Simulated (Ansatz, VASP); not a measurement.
**F: VASP beside Ansatz**

```
F
1.0
     2.95127   -1.80211    0.31146
     2.95127    1.80211    0.31146
    -0.84613    0.00000    6.78745
F
4
Direct
  0.91386 0.58555 0.09393
  0.41445 0.08614 0.40607
  0.08614 0.41445 0.90607
  0.58555 0.91386 0.59393
```

Change from the starting cell: volume 18.287 Å^3 an atom, stretch along a over the lengths across it, relative to the relaxed cell 1.0409.

Alike in both runs: task single point; functional PBE; dispersion D3(BJ); k mesh 8 × 8 × 4; occupations gaussian, width 0.05 eV; no spin polarisation.

|  | VASP | Ansatz |
| --- | --- | --- |
| version | VASP 6.6.1 | Ansatz 0.2.0 |
| potentials or method | VASP PAW PBE potentials, release 64 (F), cutoff 520 eV | scalar-relativistic, plane waves, PAW |
| valence electrons in the cell | 28 | 28 |

Ansatz gave:

| Quantity | Value |
| --- | --- |
| gap on the k mesh at the Fermi level (eV) | 2.96 |
| least direct gap on the mesh (eV) | 2.96 |
| pressure (GPa) | -0.7 |
| traceless stress, the component that is largest in VASP (GPa) | -0.83 |
| rms of the force components (eV/Å) | 0.164 |

**Question.** Estimate VASP's values.

**Answer.** gap on the k mesh at the Fermi level (eV): 2.89; least direct gap on the mesh (eV): 2.89; pressure (GPa): -0.5; traceless stress, the component that is largest in VASP (GPa): 0.23; rms of the force components (eV/Å): 0.041.

Atom by atom the forces differ by 0.206 eV/Å (rms over components). One of these differences is far larger than is usual between the two programs; its cause wasn't traced.
